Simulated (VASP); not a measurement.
# TaN (P6_3/mmc) in VASP: notebook, part 2 of 2

VASP 6.6.1. Earlier steps stand in the parts before.

### Step 4. Single point, r2SCAN+U, collinear spin

POSCAR reads:

```
TaN
1.0
    3.0480018400      0.0000000000      0.0000000000
   -1.5240009200      2.6396470300      0.0000000000
    0.0000000000      0.0000000000      4.9179997800
Ta N
2 2
Direct
    0.0000000000      0.0000000000      0.0000000000
    0.0000000000      0.0000000000      0.5000000000
    0.3333333333      0.6666666667      0.2500000000
    0.6666666667      0.3333333333      0.7500000000
```

INCAR.step1 reads:

```
SYSTEM = TaN
PREC = Accurate ; ENCUT = 520
ISMEAR = 0 ; SIGMA = 0.05
LREAL = .FALSE. ; LASPH = .TRUE.
NELM = 150 ; ISPIN = 2
MAGMOM = 2 -2 0 0 ; LMAXMIX = 4
LDAU = .TRUE. ; LDAUTYPE = 2
LDAUL = 2 -1 ; LDAUU = 4 0
LDAUJ = 0 0 ; NBANDS = 28
GGA = PE ; ALGO = Normal
EDIFF = 1E-4 ; LWAVE = .TRUE.
LCHARG = .FALSE.
```

INCAR.step2 reads:

```
SYSTEM = TaN
PREC = Accurate ; ENCUT = 520
EDIFF = 1E-6 ; ISMEAR = 0
SIGMA = 0.05 ; LREAL = .FALSE.
LASPH = .TRUE. ; NELM = 150
ALGO = Normal ; ISIF = 2
LWAVE = .FALSE. ; LCHARG = .FALSE.
ISPIN = 2 ; MAGMOM = 2 -2 0 0
LORBIT = 11 ; LMAXMIX = 4
LDAU = .TRUE. ; LDAUTYPE = 2
LDAUL = 2 -1 ; LDAUU = 4 0
LDAUJ = 0 0 ; LDAUPRINT = 1
METAGGA = R2SCAN ; LMIXTAU = .TRUE.
NBANDS = 28 ; ISTART = 1
```

KPOINTS reads:

```
Automatic mesh
0
G
  7 7 4
  0 0 0
```

Potentials or basis: VASP PAW PBE potentials, release 64 (Ta_pv, N).

Started as:

```
cat potpaw_PBE.64/Ta_pv/POTCAR potpaw_PBE.64/N/POTCAR > POTCAR
cp INCAR.step1 INCAR
mpirun -np 1 vasp_std > vasp.out
cp INCAR.step2 INCAR
mpirun -np 1 vasp_std > vasp.out
```

OUTCAR:

```text
SYSTEM = TaN
   PREC = Accurate
   ENCUT = 520
   EDIFF = 1E-6
   ISMEAR = 0
   LREAL = .FALSE.
   LASPH = .TRUE.
   NELM = 150
   ISIF = 2
   ISPIN = 2
   LORBIT = 11
   METAGGA = R2SCAN
   ISTART = 1

 ion  position               nearest neighbor table
   1  0.000  0.000  0.000-   3 2.15   4 2.15   4 2.15   3 2.15   4 2.15   3 2.15   2 2.46   2 2.46

   2  0.000  0.000  0.500-   3 2.15   4 2.15   4 2.15   3 2.15   4 2.15   3 2.15   1 2.46   1 2.46

   3  0.333  0.667  0.250-   1 2.15   2 2.15   1 2.15   2 2.15   1 2.15   2 2.15
   4  0.667  0.333  0.750-   1 2.15   2 2.15   1 2.15   2 2.15   1 2.15   2 2.15

  LATTYP: Found a hexagonal cell.
 ALAT       =     3.0480018400
 C/A-ratio  =     1.6135160142

  Lattice vectors:

 A1 = (   3.0480018400,   0.0000000000,   0.0000000000)
 A2 = (  -1.5240009200,   2.6396470300,   0.0000000000)
 A3 = (   0.0000000000,   0.0000000000,   4.9179997800)

Analysis of symmetry for initial positions (statically):
=====================================================================
 Subroutine PRICEL returns:
 Original cell was already a primitive cell.

 Routine SETGRP: Setting up the symmetry group for a
 hexagonal supercell.

 Subroutine GETGRP returns: Found 24 space group operations
 (whereof 12 operations were pure point group operations)
 out of a pool of 24 trial point group operations.

The static configuration has the point symmetry D_3d.
 The point group associated with its full space group is D_6h.

Analysis of symmetry for dynamics (positions and initial velocities):
=====================================================================
 Subroutine PRICEL returns:
 Original cell was already a primitive cell.

 Routine SETGRP: Setting up the symmetry group for a
 hexagonal supercell.

 Subroutine GETGRP returns: Found 24 space group operations
 (whereof 12 operations were pure point group operations)
 out of a pool of 24 trial point group operations.

The dynamic configuration has the point symmetry D_3d.
 The point group associated with its full space group is D_6h.

Analysis of structural, dynamic, and magnetic symmetry:
=====================================================================
 Subroutine PRICEL returns:
 Original cell was already a primitive cell.

 Routine SETGRP: Setting up the symmetry group for a
 hexagonal supercell.

 Subroutine GETGRP returns: Found 24 space group operations
 (whereof 12 operations were pure point group operations)
 out of a pool of 24 trial point group operations.

The overall configuration has the point symmetry D_3d.
 The point group associated with its full space group is D_6h.

 Subroutine INISYM returns: Found 24 space group operations
 (whereof 12 operations are pure point group operations),
 and found     1 'primitive' translations

----------------------------------------------------------------------------------------

                                     Primitive cell

  volume of cell :      39.5685

[... 184 lines left out ...]
 -0.0000  0.2520 -0.0000  0.0000 -0.0114
  0.0000 -0.0000  0.3993 -0.0000  0.0000
 -0.0114  0.0000 -0.0000  0.2520  0.0000
  0.0000 -0.0114  0.0000  0.0000  0.2157

 occupancies and eigenvectors

  o =  0.2124  v =  0.0000  0.0000  0.0000  0.0000  0.0000  0.9611  0.0000 -0.0000  0.2763  0.0000      0.0000  0.0000  0.0000  0.0000  0.0000  0.0000  0.0000  0.0000  0.0000  0.0000
  o =  0.2124  v =  0.0000  0.0000  0.0000  0.0000  0.0000 -0.0000  0.2763 -0.0000 -0.0000  0.9611      0.0000  0.0000  0.0000  0.0000  0.0000  0.0000  0.0000  0.0000  0.0000  0.0000
  o =  0.2124  v =  0.9611  0.0000 -0.0000  0.2763  0.0000  0.0000  0.0000  0.0000  0.0000  0.0000      0.0000  0.0000  0.0000  0.0000  0.0000  0.0000  0.0000  0.0000  0.0000  0.0000
  o =  0.2124  v = -0.0000  0.2763 -0.0000 -0.0000  0.9611  0.0000  0.0000  0.0000  0.0000  0.0000      0.0000  0.0000  0.0000  0.0000  0.0000  0.0000  0.0000  0.0000  0.0000  0.0000
  o =  0.2552  v =  0.0000  0.0000  0.0000  0.0000  0.0000  0.2763 -0.0000 -0.0000 -0.9611  0.0000      0.0000  0.0000  0.0000  0.0000  0.0000  0.0000  0.0000  0.0000  0.0000  0.0000
  o =  0.2552  v =  0.0000  0.0000  0.0000  0.0000  0.0000 -0.0000 -0.9611 -0.0000  0.0000  0.2763      0.0000  0.0000  0.0000  0.0000  0.0000  0.0000  0.0000  0.0000  0.0000  0.0000
  o =  0.2552  v =  0.2763 -0.0000 -0.0000 -0.9611  0.0000  0.0000  0.0000  0.0000  0.0000  0.0000      0.0000  0.0000  0.0000  0.0000  0.0000  0.0000  0.0000  0.0000  0.0000  0.0000
  o =  0.2552  v = -0.0000 -0.9611 -0.0000  0.0000  0.2763  0.0000  0.0000  0.0000  0.0000  0.0000      0.0000  0.0000  0.0000  0.0000  0.0000  0.0000  0.0000  0.0000  0.0000  0.0000
  o =  0.3993  v =  0.0000  0.0000  0.0000  0.0000  0.0000  0.0000 -0.0000  1.0000  0.0000  0.0000      0.0000  0.0000  0.0000  0.0000  0.0000  0.0000  0.0000  0.0000  0.0000  0.0000
  o =  0.3993  v =  0.0000 -0.0000  1.0000  0.0000  0.0000  0.0000  0.0000  0.0000  0.0000  0.0000      0.0000  0.0000  0.0000  0.0000  0.0000  0.0000  0.0000  0.0000  0.0000  0.0000

 number of electron      32.0000002 magnetization       0.0000000

 Free energy of the ion-electron system (eV)
  ---------------------------------------------------
  ext. energy  EPLUGINS =         0.00000000
  ---------------------------------------------------
  free energy    TOTEN  =      -109.30765060 eV

  energy without entropy =     -109.30595468  energy(sigma->0) =     -109.30680264

 E-fermi :  10.5739     XC(G=0): -14.7918

 val. band max:       10.5665146463   @ k =   0.4286   0.1429   0.2500
 cond. band min:      10.6803304456   @ k =   0.0000   0.0000   0.5000
 fundamental gap:      0.1138157992
 Fermi energy:        10.5739148655

 spin component 1

 k-point     1 :       0.0000    0.0000    0.0000
  band No.  band energies     occupation
      1     -28.8510      1.00000
      2     -27.0036      1.00000
      3     -27.0036      1.00000
      4     -26.6251      1.00000
      5     -26.6251      1.00000
      6     -25.7249      1.00000
[... 733 lines left out ...]
     27      20.4884      0.00000
     28      20.4884      0.00000
 Fermi energy:        10.5739148655

 spin component 2

 k-point     1 :       0.0000    0.0000    0.0000
  band No.  band energies     occupation
      1     -28.8510      1.00000
      2     -27.0036      1.00000
      3     -27.0036      1.00000
      4     -26.6251      1.00000
      5     -26.6251      1.00000
      6     -25.7249      1.00000
[... 733 lines left out ...]
     27      20.4884      0.00000
     28      20.4884      0.00000

------------------------ aborting loop because EDIFF is reached ----------------------------------------

  FORCE on cell =-STRESS in cart. coord.  units (eV):
  Direction    XX          YY          ZZ          XY          YZ          ZX
  --------------------------------------------------------------------------------------
  -------------------------------------------------------------------------------------
  Total       10.6030310     10.6030310     32.4207901     -0.0000000      0.0000000      0.0000000
  in kB      429.3297913    429.3297932   1312.7577441     -0.0000000      0.0000000      0.0000000
  external PRESSURE =     723.8057762 kB  Pullay stress =       0.0000000 kB

 VOLUME and BASIS-vectors are now :
 -----------------------------------------------------------------------------
  energy-cutoff  :      520.00
  volume of cell :       39.57
      direct lattice vectors                 reciprocal lattice vectors
     3.048001840  0.000000000  0.000000000     0.328083791  0.189419265  0.000000000
    -1.524000920  2.639647030  0.000000000     0.000000000  0.378838530  0.000000000
     0.000000000  0.000000000  4.917999780     0.000000000  0.000000000  0.203334698

 POSITION                                       TOTAL-FORCE (eV/Angst)
 -----------------------------------------------------------------------------------
      0.00000      0.00000      0.00000         0.000000      0.000000      0.000000
      0.00000      0.00000      2.45900         0.000000      0.000000      0.000000
     -0.00000      1.75976      1.22950         0.000000     -0.000000      0.000000
      1.52400      0.87988      3.68850        -0.000000      0.000000      0.000000
 -----------------------------------------------------------------------------------
    total drift:                               -0.000000      0.000000      0.000000

  FREE ENERGIE OF THE ION-ELECTRON SYSTEM (eV)
  ---------------------------------------------------
  free  energy   TOTEN  =      -109.3076506026 eV

  energy  without entropy=     -109.3059546845  energy(sigma->0) =     -109.30680264

 total charge

# of ion       s       p       d       tot
------------------------------------------
    1        0.344   6.310   2.612   9.266
    2        0.344   6.310   2.612   9.266
    3        1.251   2.639   0.000   3.890
    4        1.251   2.639   0.000   3.890
--------------------------------------------------
tot          3.191  17.897   5.224  26.312

 magnetization (x)

# of ion       s       p       d       tot
------------------------------------------
    1       -0.000  -0.000  -0.000  -0.000
    2        0.000   0.000   0.000   0.000
    3        0.000   0.000   0.000   0.000
    4        0.000   0.000   0.000   0.000
--------------------------------------------------
tot          0.000   0.000   0.000   0.000
```

Run time: 2.2 min. Hardware: 1 thread of AMD EPYC 9R45 (Zen 5), shared host; peak memory 0.18 GiB.

Results:

```yaml
Free_energy: -109.3077 eV
Pressure: 72.4 GPa
Band_gap_on_the_k_mesh: zero (filled and empty bands overlap)
Net_moment: 0.00 μB per cell
Valence_electrons_inside_the_program's_atomic_spheres: Ta 9.27; N 3.89
```

Stress tensor (GPa, compression positive):
```
 42.93   0.00   0.00
  0.00  42.93   0.00
  0.00   0.00 131.28
```

Eigenvalues of the final occupation matrices:
| site | spin | trace | eigenvalues |
| --- | --- | --- | --- |
| site 1 d | 1 | 1.33 | 0.21 0.21 0.26 0.26 0.40 |
| site 1 d | 2 | 1.33 | 0.21 0.21 0.26 0.26 0.40 |
| site 2 d | 1 | 1.33 | 0.21 0.21 0.26 0.26 0.40 |
| site 2 d | 2 | 1.33 | 0.21 0.21 0.26 0.26 0.40 |

Caveat: the cell stands under pressure; the PAW data sets were made with another functional, which shifts forces and pressure a little; spin-orbit coupling is left out, which moves the levels of the heavy elements.
